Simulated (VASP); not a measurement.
# BeSn (Pm-3m) in VASP: single point with PBE

Aim: the single point of BeSn with PBE.

Program: VASP 6.6.1. These are calculated values, not measurements. Logs are shortened: lines on timing, memory, paths and dates and some standing lists are left out, and cuts for length are marked.

### Step 1. The cell of the first run

Symmetry: Pm-3m, No. 221, cubic system. Conventional cell: a = 3.317 Å, b = 3.317 Å, c = 3.317 Å, α = 90.00°, β = 90.00°, γ = 90.00°. Be (site symmetry m-3m) has 8 Sn at 2.87 Å and 6 Be at 3.32 Å within 3.8 Å. Within 3.8 Å of Sn (site symmetry m-3m) lie 8 Be at 2.87 Å and 6 Sn at 3.32 Å.

### Step 2. Single point, PBE

The input, INCAR:

```
PREC = Accurate
ENCUT = 520
EDIFF = 1E-6
ISMEAR = 0
SIGMA = 0.1
LREAL = F
LASPH = T
NELM = 100
ALGO = Normal
ISIF = 2
LWAVE = F
LCHARG = F
GGA = PE
NBANDS = 15
```

The input, KPOINTS:

```
regular mesh
0
Gamma
  16 16 16
```

The input, POSCAR:

```
BeSn
1.0
    3.3171068951      0.0000000000      0.0000000000
    0.0000000000      3.3171068951      0.0000000000
    0.0000000000      0.0000000000      3.3171068951
Be Sn
1 1
Direct
    0.0000000000      0.0000000000      0.0000000000
    0.5000000000      0.5000000000      0.5000000000
```

Potentials or basis: VASP PAW PBE potentials, release 64 (Be, Sn_d).

Started as:

```
$ cat potpaw_PBE.64/Be/POTCAR potpaw_PBE.64/Sn_d/POTCAR > POTCAR
$ mpirun -np 1 vasp_std > vasp.out
```

OUTCAR:

```text
PREC = Accurate
   ENCUT = 520
   EDIFF = 1E-6
   ISMEAR = 0
   LREAL = F
   LASPH = T
   NELM = 100
   ISIF = 2
   GGA = PE

 ion  position               nearest neighbor table
   1  0.000  0.000  0.000-   2 2.87   2 2.87   2 2.87   2 2.87   2 2.87   2 2.87   2 2.87   2 2.87

   2  0.500  0.500  0.500-   1 2.87   1 2.87   1 2.87   1 2.87   1 2.87   1 2.87   1 2.87   1 2.87

  LATTYP: Found a simple cubic cell.
 ALAT       =     3.3171068951

  Lattice vectors:

 A1 = (   3.3171068951,   0.0000000000,   0.0000000000)
 A2 = (   0.0000000000,   3.3171068951,   0.0000000000)
 A3 = (   0.0000000000,   0.0000000000,   3.3171068951)

Analysis of symmetry for initial positions (statically):
=====================================================================
 Subroutine PRICEL returns:
 Original cell was already a primitive cell.

 Routine SETGRP: Setting up the symmetry group for a
 simple cubic supercell.

 Subroutine GETGRP returns: Found 48 space group operations
 (whereof 48 operations were pure point group operations)
 out of a pool of 48 trial point group operations.

The static configuration has the point symmetry O_h .

Analysis of symmetry for dynamics (positions and initial velocities):
=====================================================================
 Subroutine PRICEL returns:
 Original cell was already a primitive cell.

 Routine SETGRP: Setting up the symmetry group for a
 simple cubic supercell.

 Subroutine GETGRP returns: Found 48 space group operations
 (whereof 48 operations were pure point group operations)
 out of a pool of 48 trial point group operations.

The dynamic configuration has the point symmetry O_h .

 Subroutine INISYM returns: Found 48 space group operations
 (whereof 48 operations are pure point group operations),
 and found     1 'primitive' translations

----------------------------------------------------------------------------------------

                                     Primitive cell

  volume of cell :      36.4988

  direct lattice vectors                    reciprocal lattice vectors
     3.317106895  0.000000000  0.000000000     0.301467523  0.000000000  0.000000000
     0.000000000  3.317106895  0.000000000     0.000000000  0.301467523  0.000000000
     0.000000000  0.000000000  3.317106895     0.000000000  0.000000000  0.301467523

  length of vectors
     3.317106895  3.317106895  3.317106895     0.301467523  0.301467523  0.301467523

  position of ions in fractional coordinates (direct lattice)
     0.000000000  0.000000000  0.000000000
     0.500000000  0.500000000  0.500000000

  ion indices of the primitive-cell ions
   primitive index   ion index
                 1           1
                 2           2

----------------------------------------------------------------------------------------

 KPOINTS: regular mesh

Automatic generation of k-mesh.
 Grid dimensions read from file:
 generate k-points for:   16   16   16

 Generating k-lattice:

  Cartesian coordinates                     Fractional coordinates (reciprocal lattice)
     0.018841720  0.000000000  0.000000000     0.062500000  0.000000000  0.000000000
     0.000000000  0.018841720  0.000000000     0.000000000  0.062500000  0.000000000
     0.000000000  0.000000000  0.018841720     0.000000000  0.000000000  0.062500000

  Length of vectors
     0.018841720  0.018841720  0.018841720

  Shift w.r.t. Gamma in fractional coordinates (k-lattice)
     0.000000000  0.000000000  0.000000000

 Subroutine IBZKPT returns following result:
 ===========================================

 Found    165 irreducible k-points:

 Following reciprocal coordinates:
            Coordinates               Weight
  0.000000  0.000000  0.000000      1.000000
  0.062500  0.000000  0.000000      6.000000
  0.125000  0.000000  0.000000      6.000000
  0.187500  0.000000  0.000000      6.000000
  0.250000  0.000000  0.000000      6.000000
  0.312500  0.000000  0.000000      6.000000
[... 16 lines left out ...]
  0.437500  0.125000  0.000000     24.000000
  0.500000  0.125000  0.000000     12.000000
 [... further k-points ...]
   k-points           NKPTS =    165   k-points in BZ     NKDIM =    165   number of bands    NBANDS=     15
   number of dos      NEDOS =    301   number of ions     NIONS =      2
   total plane-waves  NPLWV =  21952
   dimension x,y,z NGX =    28 NGY =   28 NGZ =   28
   dimension x,y,z NGXF=    56 NGYF=   56 NGZF=   56
   ions per type =               1   1
   NGX,Y,Z   is equivalent  to a cutoff of  14.03, 14.03, 14.03 a.u.
   NGXF,Y,Z  is equivalent  to a cutoff of  28.07, 28.07, 28.07 a.u.
 SYSTEM =  unknown system
   PREC   = accura    normal or accurate (medium, high low for compatibility)
   ISTART =      0    job   : 0-new  1-cont  2-samecut
   ICHARG =      2    charge: 1-file 2-atom 10-const
   ISPIN  =      1    spin polarized calculation?
   LNONCOLLINEAR =      F non collinear calculations
   LSORBIT =      F    spin-orbit coupling
   LASPH  =      T    aspherical Exc in radial PAW
   ENCUT  =  520.0 eV  38.22 Ry    6.18 a.u.   6.17  6.17  6.17*2*pi/ulx,y,z
   NELM   =    100;   NELMIN=  2; NELMDL= -5     # of ELM steps
   EDIFF  = 0.1E-05   stopping-criterion for ELM
   LREAL  =      F    real-space projection
   EDIFFG = 0.1E-04   stopping-criterion for IOM
   NSW    =      0    number of steps for IOM
   IBRION =     -1    ionic relax: 0-MD 1-quasi-New 2-CG
   NFREE  =      0    steps in history (QN), initial steepest desc. (CG)
   ISIF   =      2    stress and relaxation
   ISYM   =      2    0-nonsym 1-usesym 2-fastsym
   POTIM  = 0.5000    time-step for ionic-motion
   TEBEG  =    0.0;   TEEND  =   0.0 temperature during run
   PSTRESS=    0.0 pullay stress
   NELECT =      16.0000    total number of electrons
   NUPDOWN=      -1.0000    fix difference up-down
   EMIN   =  10.00;   EMAX   =-10.00  energy-range for DOS
   EFERMI =   0.00;   METHOD = LEGACY
   ISMEAR =     0;   SIGMA  =   0.10  broadening in eV -4-tet -1-fermi 0-gaus
   EFERMI_NEDOS =   21; number of points for ismear=-14 and -15
   IALGO  =     38    algorithm
   IMIX   =      4    mixing-type and parameters
     AMIX     =   0.40;   BMIX     =  1.00
     AMIX_MAG =   1.60;   BMIX_MAG =  1.00
  volume/ion in A,a.u.               =      18.25       123.15
  Fermi-wavevector in a.u.,A,eV,Ry     =   1.243623  2.350106 21.042740  1.546598
  Thomas-Fermi vector in A             =   2.377925
   LORBIT       =      0    0 simple, 1 ext, 2 COOP (PROOUT), +10 PAW based schemes
   GGA     = PE    functional components
   LHFCALC =     F    Hartree Fock is set to
   AEXX    =    0.0000 exact exchange contribution
   IVDW    =     0    specifies the selected vdW correction
   LEPSILON=     F    determine dielectric tensor
   LRPA    =     F    only Hartree local field effects (RPA)
 non-spin polarized calculation
 Gauss-broadening in eV      SIGMA  =   0.10
  energy-cutoff  :      520.00
  volume of cell :       36.50
 maximum number of plane-waves:      1021
 NGX is ok and might be reduce to    28
   NGX = 13   NGY = 13   NGZ = 13

 number of electron      16.0000006 magnetization

 Free energy of the ion-electron system (eV)
  ---------------------------------------------------
  ext. energy  EPLUGINS =         0.00000000
  ---------------------------------------------------
  free energy    TOTEN  =        -6.26809718 eV

  energy without entropy =       -6.26371883  energy(sigma->0) =       -6.26590801

 E-fermi :   7.7566     XC(G=0): -10.3766

 val. band max:        7.7546996486   @ k =   0.1875   0.1250   0.1250
 cond. band min:       7.7617157289   @ k =   0.5000   0.3750   0.3125
 fundamental gap:      0.0070160803
 Fermi energy:         7.7566003820

 k-point     1 :       0.0000    0.0000    0.0000
  band No.  band energies     occupation
      1     -13.7894      2.00000
      2     -13.7894      2.00000
      3     -13.6046      2.00000
      4     -13.6046      2.00000
      5     -13.6046      2.00000
      6      -3.5117      2.00000
      7       8.7379      0.00000
      8       8.7379      0.00000
      9       8.7379      0.00000
     10      11.4790      0.00000
     11      13.2944      0.00000
     12      13.2944      0.00000
     13      18.8578      0.00000
     14      18.8578      0.00000
     15      18.8578      0.00000

 k-point     2 :       0.0625    0.0000    0.0000
  band No.  band energies     occupation
      1     -13.7889      2.00000
      2     -13.7832      2.00000
      3     -13.6067      2.00000
      4     -13.6067      2.00000
      5     -13.6044      2.00000
      6      -3.4604      2.00000
      7       8.1829      0.00000
      8       8.7971      0.00000
      9       8.7971      0.00000
     10      11.6673      0.00000
     11      13.3383      0.00000
     12      13.7490      0.00000
     13      18.6533      0.00000
     14      18.6533      0.00000
     15      18.7144      0.00000

 k-point     3 :       0.1250    0.0000    0.0000
  band No.  band energies     occupation
      1     -13.7879      2.00000
      2     -13.7656      2.00000
      3     -13.6128      2.00000
      4     -13.6128      2.00000
      5     -13.6039      2.00000
      6      -3.3065      2.00000
      7       7.0490      2.00000
      8       8.9737      0.00000
      9       8.9737      0.00000
     10      11.8993      0.00000
     11      13.4702      0.00000
     12      14.8838      0.00000
     13      18.0707      0.00000
     14      18.0707      0.00000
     15      18.3663      0.00000

 k-point     4 :       0.1875    0.0000    0.0000
  band No.  band energies     occupation
      1     -13.7862      2.00000
      2     -13.7393      2.00000
      3     -13.6219      2.00000
      4     -13.6219      2.00000
      5     -13.6030      2.00000
      6      -3.0512      2.00000
      7       5.7964      2.00000
      8       9.2660      0.00000
      9       9.2660      0.00000
     10      12.0938      0.00000
     11      13.6903      0.00000
     12      16.0870      0.00000
     13      17.2170      0.00000
     14      17.2170      0.00000
     15      18.1553      0.00000
[... 307 lines left out ...]
 k-point    22 :       0.3750    0.1250    0.0000
  band No.  band energies     occupation
      1     -13.7638      2.00000
      2     -13.6631      2.00000
      3     -13.6511      2.00000
      4     -13.6417      2.00000
      5     -13.6081      2.00000
      6      -1.5325      2.00000
      7       2.5919      2.00000
      8       8.9439      0.00000
      9      10.9958      0.00000
     10      12.0689      0.00000
     11      13.8609      0.00000
     12      14.3101      0.00000
     13      15.9157      0.00000
     14      16.3545      0.00000
     15      19.2619      0.00000

 k-point    23 :       0.4375    0.1250    0.0000
  band No.  band energies     occupation
      1     -13.7627      2.00000
      2     -13.6694      2.00000
      3     -13.6571      2.00000
      4     -13.6241      2.00000
      5     -13.6075      2.00000
      6      -1.0265      2.00000
      7       1.7722      2.00000
      8       9.5775      0.00000
      9      11.2593      0.00000
     10      11.6764      0.00000
     11      13.4133      0.00000
     12      14.1998      0.00000
     13      15.3439      0.00000
     14      16.8359      0.00000
     15      18.5527      0.00000

 k-point    24 :       0.5000    0.1250    0.0000
  band No.  band energies     occupation
      1     -13.7623      2.00000
      2     -13.6717      2.00000
      3     -13.6592      2.00000
      4     -13.6178      2.00000
      5     -13.6073      2.00000
      6      -0.7700      2.00000
      7       1.4105      2.00000
      8      10.0684      0.00000
      9      10.7009      0.00000
     10      12.2352      0.00000
     11      12.7806      0.00000
     12      14.4871      0.00000
     13      14.9822      0.00000
     14      17.1407      0.00000
     15      18.1702      0.00000

 [... further k-points ...]

------------------------ aborting loop because EDIFF is reached ----------------------------------------

  FORCE on cell =-STRESS in cart. coord.  units (eV):
  Direction    XX          YY          ZZ          XY          YZ          ZX
  --------------------------------------------------------------------------------------
  -------------------------------------------------------------------------------------
  Total       -0.0142979     -0.0142979     -0.0142979      0.0000000      0.0000000     -0.0000000
  in kB       -0.6276292     -0.6276292     -0.6276292      0.0000000      0.0000000     -0.0000000
  external PRESSURE =      -0.6276292 kB  Pullay stress =       0.0000000 kB

 VOLUME and BASIS-vectors are now :
 -----------------------------------------------------------------------------
  energy-cutoff  :      520.00
  volume of cell :       36.50
      direct lattice vectors                 reciprocal lattice vectors
     3.317106895  0.000000000  0.000000000     0.301467523  0.000000000  0.000000000
     0.000000000  3.317106895  0.000000000     0.000000000  0.301467523  0.000000000
     0.000000000  0.000000000  3.317106895     0.000000000  0.000000000  0.301467523

 POSITION                                       TOTAL-FORCE (eV/Angst)
 -----------------------------------------------------------------------------------
      0.00000      0.00000      0.00000         0.000000      0.000000      0.000000
      1.65855      1.65855      1.65855         0.000000      0.000000      0.000000
 -----------------------------------------------------------------------------------
    total drift:                                0.000000      0.000000      0.000000

  FREE ENERGIE OF THE ION-ELECTRON SYSTEM (eV)
  ---------------------------------------------------
  free  energy   TOTEN  =        -6.2680971847 eV

  energy  without entropy=       -6.2637188284  energy(sigma->0) =       -6.26590801
```

Wall time 88 s (1 thread of Intel Xeon Platinum 8375C at 2.90GHz (Ice Lake), shared host); peak memory 0.22 GiB.

Results:

| Property | Result |
| --- | --- |
| Free energy | -6.2681 eV |
| Pressure | -0.1 GPa |
| Band gap on the k mesh | zero (band 8 reaches 12.12 eV, above the bottom of band 9 at 5.90 eV) |

Caveat: spin-orbit coupling is left out, which moves the levels of the heavy elements.
